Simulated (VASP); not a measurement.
# HgTe (zincblende type) (F-43m) in VASP: a series of runs

The runs below take HgTe (zincblende type) through single point, with PBE.

Everything below comes from runs of VASP 6.6.1. Logs are shortened: lines on timing, memory, paths and dates and some standing lists are left out, and cuts for length are marked.

## (1) The cell of the first run

Symmetry: F-43m, No. 216, cubic system. Conventional cell: a = 5.532 Å, b = 5.532 Å, c = 5.532 Å, α = 90.00°, β = 90.00°, γ = 90.00°. Within 3.2 Å of Hg (site symmetry -43m) lie 4 Te at 2.40 Å. Te (site symmetry -43m) has 4 Hg at 2.40 Å within 3.2 Å.

## (2) Single point, PBE

Input file INCAR:

```
PREC = Accurate
ENCUT = 520
EDIFF = 1E-6
ISMEAR = -1
SIGMA = 0.05
LREAL = False
LASPH = True
NELM = 60
ALGO = Normal
ISIF = 2
LWAVE = False
LCHARG = False
GGA = PE
NBANDS = 16
```

Input file KPOINTS:

```
regular mesh
0
Gamma
  13 13 13
```

Input file POSCAR:

```
HgTe
1.0
    0.0000000000      2.7660517140      2.7660517140
    2.7660517140      0.0000000000      2.7660517140
    2.7660517140      2.7660517140      0.0000000000
Hg Te
1 1
Direct
    0.0000000000      0.0000000000      0.0000000000
    0.2500000000      0.2500000000      0.2500000000
```

Potentials or basis: VASP PAW PBE potentials, release 64 (Hg, Te).

Command:

```console
cat potpaw_PBE.64/Hg/POTCAR potpaw_PBE.64/Te/POTCAR > POTCAR
mpirun -np 1 vasp_std > vasp.out
```

OUTCAR:

```text
PREC = Accurate
   ENCUT = 520
   EDIFF = 1E-6
   ISMEAR = -1
   LREAL = False
   LASPH = True
   NELM = 60
   ISIF = 2
   GGA = PE

 ion  position               nearest neighbor table
   1  0.000  0.000  0.000-   2 2.40   2 2.40   2 2.40   2 2.40
   2  0.250  0.250  0.250-   1 2.40   1 2.40   1 2.40   1 2.40

  LATTYP: Found a face centered cubic cell.
 ALAT       =     5.5321034280

  Lattice vectors:

 A1 = (   0.0000000000,   2.7660517140,   2.7660517140)
 A2 = (   2.7660517140,   0.0000000000,   2.7660517140)
 A3 = (   2.7660517140,   2.7660517140,   0.0000000000)

Analysis of symmetry for initial positions (statically):
=====================================================================
 Subroutine PRICEL returns:
 Original cell was already a primitive cell.

 Routine SETGRP: Setting up the symmetry group for a
 face centered cubic supercell.

 Subroutine GETGRP returns: Found 24 space group operations
 (whereof 24 operations were pure point group operations)
 out of a pool of 48 trial point group operations.

The static configuration has the point symmetry T_d .

Analysis of symmetry for dynamics (positions and initial velocities):
=====================================================================
 Subroutine PRICEL returns:
 Original cell was already a primitive cell.

 Routine SETGRP: Setting up the symmetry group for a
 face centered cubic supercell.

 Subroutine GETGRP returns: Found 24 space group operations
 (whereof 24 operations were pure point group operations)
 out of a pool of 48 trial point group operations.

The dynamic configuration has the point symmetry T_d .

 Subroutine INISYM returns: Found 24 space group operations
 (whereof 24 operations are pure point group operations),
 and found     1 'primitive' translations

----------------------------------------------------------------------------------------

                                     Primitive cell

  volume of cell :      42.3264

  direct lattice vectors                    reciprocal lattice vectors
     0.000000000  2.766051714  2.766051714    -0.180763070  0.180763070  0.180763070
     2.766051714  0.000000000  2.766051714     0.180763070 -0.180763070  0.180763070
     2.766051714  2.766051714  0.000000000     0.180763070  0.180763070 -0.180763070

  length of vectors
     3.911787848  3.911787848  3.911787848     0.313090822  0.313090822  0.313090822

  position of ions in fractional coordinates (direct lattice)
     0.000000000  0.000000000  0.000000000
     0.250000000  0.250000000  0.250000000

  ion indices of the primitive-cell ions
   primitive index   ion index
                 1           1
                 2           2

----------------------------------------------------------------------------------------

 KPOINTS: regular mesh

Automatic generation of k-mesh.
 Grid dimensions read from file:
 generate k-points for:   13   13   13

 Generating k-lattice:

  Cartesian coordinates                     Fractional coordinates (reciprocal lattice)
    -0.013904852  0.013904852  0.013904852     0.076923077  0.000000000  0.000000000
     0.013904852 -0.013904852  0.013904852     0.000000000  0.076923077  0.000000000
     0.013904852  0.013904852 -0.013904852     0.000000000  0.000000000  0.076923077

  Length of vectors
     0.024083909  0.024083909  0.024083909

  Shift w.r.t. Gamma in fractional coordinates (k-lattice)
     0.000000000  0.000000000  0.000000000

 Subroutine IBZKPT returns following result:
 ===========================================

 Found     84 irreducible k-points:

 Following reciprocal coordinates:
            Coordinates               Weight
  0.000000  0.000000  0.000000      1.000000
  0.076923  0.000000  0.000000      8.000000
  0.153846  0.000000  0.000000      8.000000
  0.230769  0.000000  0.000000      8.000000
  0.307692  0.000000  0.000000      8.000000
  0.384615  0.000000  0.000000      8.000000
[... 16 lines left out ...]
  0.384615  0.153846  0.000000     24.000000
  0.461538  0.153846  0.000000     24.000000
 [... further k-points ...]
   k-points           NKPTS =     84   k-points in BZ     NKDIM =     84   number of bands    NBANDS=     16
   number of dos      NEDOS =    301   number of ions     NIONS =      2
   total plane-waves  NPLWV =  27000
   dimension x,y,z NGX =    30 NGY =   30 NGZ =   30
   dimension x,y,z NGXF=    60 NGYF=   60 NGZF=   60
   ions per type =               1   1
   NGX,Y,Z   is equivalent  to a cutoff of  12.75, 12.75, 12.75 a.u.
   NGXF,Y,Z  is equivalent  to a cutoff of  25.50, 25.50, 25.50 a.u.
 SYSTEM =  unknown system
   PREC   = accura    normal or accurate (medium, high low for compatibility)
   ISTART =      0    job   : 0-new  1-cont  2-samecut
   ICHARG =      2    charge: 1-file 2-atom 10-const
   ISPIN  =      1    spin polarized calculation?
   LNONCOLLINEAR =      F non collinear calculations
   LSORBIT =      F    spin-orbit coupling
   LASPH  =      T    aspherical Exc in radial PAW
   ENCUT  =  520.0 eV  38.22 Ry    6.18 a.u.   7.27  7.27  7.27*2*pi/ulx,y,z
   NELM   =     60;   NELMIN=  2; NELMDL= -5     # of ELM steps
   EDIFF  = 0.1E-05   stopping-criterion for ELM
   LREAL  =      F    real-space projection
[... 7 lines left out ...]
   TEBEG  =    0.0;   TEEND  =   0.0 temperature during run
   PSTRESS=    0.0 pullay stress
   NELECT =      18.0000    total number of electrons
   NUPDOWN=      -1.0000    fix difference up-down
   EMIN   =  10.00;   EMAX   =-10.00  energy-range for DOS
   EFERMI =   0.00;   METHOD = LEGACY
   ISMEAR =    -1;   SIGMA  =   0.05  broadening in eV -4-tet -1-fermi 0-gaus
   EFERMI_NEDOS =   21; number of points for ismear=-14 and -15
   IALGO  =     38    algorithm
   IMIX   =      4    mixing-type and parameters
     AMIX     =   0.40;   BMIX     =  1.00
     AMIX_MAG =   1.60;   BMIX_MAG =  1.00
  volume/ion in A,a.u.               =      21.16       142.82
  Fermi-wavevector in a.u.,A,eV,Ry     =   1.231106  2.326453 20.621282  1.515621
  Thomas-Fermi vector in A             =   2.365928
   LORBIT       =      0    0 simple, 1 ext, 2 COOP (PROOUT), +10 PAW based schemes
   GGA     = PE    functional components
   LHFCALC =     F    Hartree Fock is set to
   AEXX    =    0.0000 exact exchange contribution
   IVDW    =     0    specifies the selected vdW correction
   LEPSILON=     F    determine dielectric tensor
   LRPA    =     F    only Hartree local field effects (RPA)
 non-spin polarized calculation
  energy-cutoff  :      520.00
  volume of cell :       42.33
 maximum number of plane-waves:      1154
 NGX is ok and might be reduce to    30
   NGX = 15   NGY = 15   NGZ = 15

 number of electron      17.9999999 magnetization

 Free energy of the ion-electron system (eV)
  ---------------------------------------------------
  ext. energy  EPLUGINS =         0.00000000
  ---------------------------------------------------
  free energy    TOTEN  =         0.76243539 eV

  energy without entropy =        0.76245234  energy(sigma->0) =        0.76244386

 E-fermi :  10.0603     XC(G=0): -11.0422

 val. band max:        9.8195746363   @ k =   0.0000   0.0000   0.0000
 cond. band min:      10.2946905764   @ k =   0.0000   0.0000   0.0000
 fundamental gap:      0.4751159401
 Fermi energy:        10.0602654878

 k-point     1 :       0.0000    0.0000    0.0000
  band No.  band energies     occupation
      1      -7.1135      2.00000
      2      -1.7482      2.00000
      3      -1.7482      2.00000
      4      -1.7482      2.00000
      5      -0.4869      2.00000
      6      -0.4869      2.00000
[... 8 lines left out ...]
     15      18.5553      0.00000
     16      18.5553      0.00000

 k-point     2 :       0.0769    0.0000    0.0000
  band No.  band energies     occupation
      1      -7.0478      2.00000
      2      -1.7496      2.00000
      3      -1.7276      2.00000
      4      -1.7276      2.00000
      5      -0.4923      2.00000
      6      -0.4923      2.00000
[... 8 lines left out ...]
     15      18.1894      0.00000
     16      18.1894      0.00000

 k-point     3 :       0.1538    0.0000    0.0000
  band No.  band energies     occupation
      1      -6.8605      2.00000
      2      -1.7374      2.00000
      3      -1.6724      2.00000
      4      -1.6724      2.00000
      5      -0.5032      2.00000
      6      -0.5032      2.00000
[... 8 lines left out ...]
     15      17.7749      0.00000
     16      17.7749      0.00000

 k-point     4 :       0.2308    0.0000    0.0000
  band No.  band energies     occupation
      1      -6.5820      2.00000
      2      -1.6653      2.00000
      3      -1.6004      2.00000
      4      -1.6004      2.00000
      5      -0.5069      2.00000
      6      -0.5069      2.00000
[... 8 lines left out ...]
     15      17.7413      0.00000
     16      17.7413      0.00000

 k-point     5 :       0.3077    0.0000    0.0000
  band No.  band energies     occupation
      1      -6.2679      2.00000
      2      -1.5351      2.00000
      3      -1.5351      2.00000
      4      -1.4622      2.00000
      5      -0.4917      2.00000
      6      -0.4917      2.00000
[... 8 lines left out ...]
     15      18.1919      0.00000
     16      18.1919      0.00000

 k-point     6 :       0.3846    0.0000    0.0000
  band No.  band energies     occupation
      1      -5.9947      2.00000
      2      -1.4922      2.00000
      3      -1.4922      2.00000
      4      -1.0478      2.00000
      5      -0.4607      2.00000
      6      -0.4607      2.00000
[... 8 lines left out ...]
     15      18.9819      0.00000
     16      18.9819      0.00000
[... 267 lines left out ...]
 k-point    21 :       0.2308    0.1538    0.0000
  band No.  band energies     occupation
      1      -6.5641      2.00000
      2      -1.8270      2.00000
      3      -1.5189      2.00000
      4      -1.5180      2.00000
      5      -0.5852      2.00000
      6      -0.4451      2.00000
[... 8 lines left out ...]
     15      18.8145      0.00000
     16      19.3081      0.00000

 k-point    22 :       0.3077    0.1538    0.0000
  band No.  band energies     occupation
      1      -6.2862      2.00000
      2      -1.7605      2.00000
      3      -1.4378      2.00000
      4      -1.4186      2.00000
      5      -0.5685      2.00000
      6      -0.4321      2.00000
[... 8 lines left out ...]
     15      18.6394      0.00000
     16      19.3876      0.00000

 k-point    23 :       0.3846    0.1538    0.0000
  band No.  band energies     occupation
      1      -6.0016      2.00000
      2      -1.6251      2.00000
      3      -1.3793      2.00000
      4      -1.2692      2.00000
      5      -0.4842      2.00000
      6      -0.4180      2.00000
[... 8 lines left out ...]
     15      19.3228      0.00000
     16      19.9096      0.00000

 k-point    24 :       0.4615    0.1538    0.0000
  band No.  band energies     occupation
      1      -5.7832      2.00000
      2      -1.5222      2.00000
      3      -1.3522      2.00000
      4      -0.9740      2.00000
      5      -0.4165      2.00000
      6      -0.2888      2.00000
[... 8 lines left out ...]
     15      20.2445      0.00000
     16      20.3213      0.00000

 [... further k-points ...]

------------------------ aborting loop because EDIFF is reached ----------------------------------------

  FORCE on cell =-STRESS in cart. coord.  units (eV):
  Direction    XX          YY          ZZ          XY          YZ          ZX
  --------------------------------------------------------------------------------------
  -------------------------------------------------------------------------------------
  Total       20.7768312     20.7768312     20.7768312     -0.0000000      0.0000000     -0.0000000
  in kB      786.4642987    786.4642987    786.4642987     -0.0000000      0.0000000     -0.0000000
  external PRESSURE =     786.4642987 kB  Pullay stress =       0.0000000 kB

 VOLUME and BASIS-vectors are now :
 -----------------------------------------------------------------------------
  energy-cutoff  :      520.00
  volume of cell :       42.33
      direct lattice vectors                 reciprocal lattice vectors
     0.000000000  2.766051714  2.766051714    -0.180763070  0.180763070  0.180763070
     2.766051714  0.000000000  2.766051714     0.180763070 -0.180763070  0.180763070
     2.766051714  2.766051714  0.000000000     0.180763070  0.180763070 -0.180763070

 POSITION                                       TOTAL-FORCE (eV/Angst)
 -----------------------------------------------------------------------------------
      0.00000      0.00000      0.00000         0.000000      0.000000      0.000000
      1.38303      1.38303      1.38303        -0.000000     -0.000000     -0.000000
 -----------------------------------------------------------------------------------
    total drift:                                0.000000      0.000000      0.000000

  FREE ENERGIE OF THE ION-ELECTRON SYSTEM (eV)
  ---------------------------------------------------
  free  energy   TOTEN  =         0.7624353871 eV

  energy  without entropy=        0.7624523373  energy(sigma->0) =        0.76244386
```

Wall time 90 s (1 thread of Intel Xeon 8259CL, shared host); peak memory 0.21 GiB.

Results:

| Property | Result |
| --- | --- |
| Free energy | 0.7624 eV |
| Pressure | 78.6 GPa |
| Band gap on the k mesh | 0.48 eV |

Levels at points of the mesh, in eV from the valence-band top:
| k point | band 5 | band 6 | band 7 | band 8 | band 9 | band 10 | band 11 | band 12 | band 13 | band 14 |
| --- | --- | --- | --- | --- | --- | --- | --- | --- | --- | --- |
| (0.00, 0.00, 0.00) | -10.31 | -10.31 | 0.00 | 0.00 | 0.00 | 0.48 | 2.84 | 2.84 | 2.84 | 5.68 |

Caveat: the cell stands under pressure; spin-orbit coupling is left out, which moves the levels of the heavy elements; an odd mesh through Γ misses points on the zone boundary, where band edges can lie.

## (3) Single point, PBE

Input file INCAR:

```
SYSTEM = HgTe
PREC = Accurate ; ENCUT = 520
EDIFF = 1E-6 ; ISMEAR = -1
SIGMA = 0.05 ; LREAL = .False.
LASPH = .True. ; NELM = 80
ALGO = Normal ; ISIF = 2
LWAVE = .False. ; LCHARG = .False.
GGA = PE ; NBANDS = 16
```

Input file KPOINTS:

```
regular mesh
0
Gamma
  13 13 13
  0 0 0
```

POSCAR is that of step 2.

Potentials or basis: VASP PAW PBE potentials, release 64 (Hg, Te).

Command:

```console
cat potpaw_PBE.64/Hg/POTCAR potpaw_PBE.64/Te/POTCAR > POTCAR
mpirun -np 1 vasp_std > vasp.out
```

Run time: 83 s. Hardware: 1 thread of Intel Xeon 8259CL, shared host; peak memory 0.21 GiB.

Results (log left out):

* Free energy: 0.7624 eV
* Pressure: 78.6 GPa
* Band gap on the k mesh: 0.48 eV

Levels at points of the mesh, in eV from the valence-band top:
| k point | band 7 | band 8 | band 9 | band 10 | band 11 | band 12 |
| --- | --- | --- | --- | --- | --- | --- |
| (0.00, 0.00, 0.00) | 0.00 | 0.00 | 0.00 | 0.48 | 2.84 | 2.84 |

Caveat: the cell stands under pressure; spin-orbit coupling is left out, which moves the levels of the heavy elements; an odd mesh through Γ misses points on the zone boundary, where band edges can lie.
